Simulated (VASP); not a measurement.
Nb, 1 atom in the cell. The structure is tetragonal, space group I4/mmm (No. 139). The conventional cell has a = 3.249 Å, b = 3.249 Å, c = 3.584 Å, α = 90.00°, β = 90.00°, γ = 90.00°. Nb (site symmetry 4/mmm) has 14 Nb at 2.91 to 3.58 Å within 3.8 Å.  This cell differs from its parent crystal: ratio of the length along z to the lengths across it x 0.78, volume and fractional coordinates fixed.

| Quantity | Value |
| --- | --- |
| Program | VASP 6.6.1 |
| Task | single point |
| Functional | LDA |
| Potentials or basis | VASP PAW LDA potentials, release 64 (Nb_sv) |
| Cutoff | 520 eV |
| k mesh | 22 × 22 × 22 |
| Occupations | gaussian, width 0.15 eV |
| Spin | no spin polarisation |
| Dipole correction | no |
| Further INCAR settings | ALGO = Fast; EDIFF = 1e-06; NBANDS = 12 |

Potentials or basis: VASP PAW LDA potentials, release 64 (Nb_sv).

Launch:

```console
$ cat potpaw_LDA.64/Nb_sv/POTCAR > POTCAR
$ mpirun -np 1 vasp_std > vasp.out
```

Hardware: 1 thread of Intel(R) Xeon(R) Platinum 8488C (Sapphire Rapids), on a shared host.

Q: Estimate the wall time of this run.

A: It took 2.6 min on 1 thread of Intel(R) Xeon(R) Platinum 8488C (Sapphire Rapids), on a shared host, peak memory 0.28 GiB. Counts: scf iterations 23, k points 834.
